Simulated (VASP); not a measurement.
Here is a VASP 6.6.1 calculation.

INCAR

```
ALGO = Fast
EDIFF = 1E-7
ENCUT = 520
GGA = CA
ISIF = 2
ISMEAR = 0
LASPH = True
LCHARG = False
LREAL = False
LWAVE = False
NBANDS = 12
NELM = 80
PREC = Accurate
SIGMA = 0.15
```

KPOINTS

```
k-points
0
Gamma
  26 26 26
```

File POSCAR:

```
Cu
1.0
   -1.4427933200      1.4427933200      1.3760814500
    1.4427933200     -1.4427933200      1.3760814500
    1.4427933200      1.4427933200     -1.3760814500
Cu
1
Direct
    0.0000000000      0.0000000000      0.0000000000
```

Potentials or basis: VASP PAW LDA potentials, release 64 (Cu).

Command:

```bash
$ cat potpaw_LDA.64/Cu/POTCAR > POTCAR
$ mpirun -np 1 vasp_std > vasp.out
```

**Question.** What does it give for the pressure?

**Answer.** -6.8 GPa.

**Question.** What does it give for the band gap on the k mesh?

**Answer.** Zero (an odd number of electrons rules out a gap without spin polarisation).

Stress tensor (GPa, compression positive):
```
-6.73  0.00  0.00
 0.00 -6.73  0.00
 0.00  0.00 -7.00
```

Caveat: the cell stands under tension.
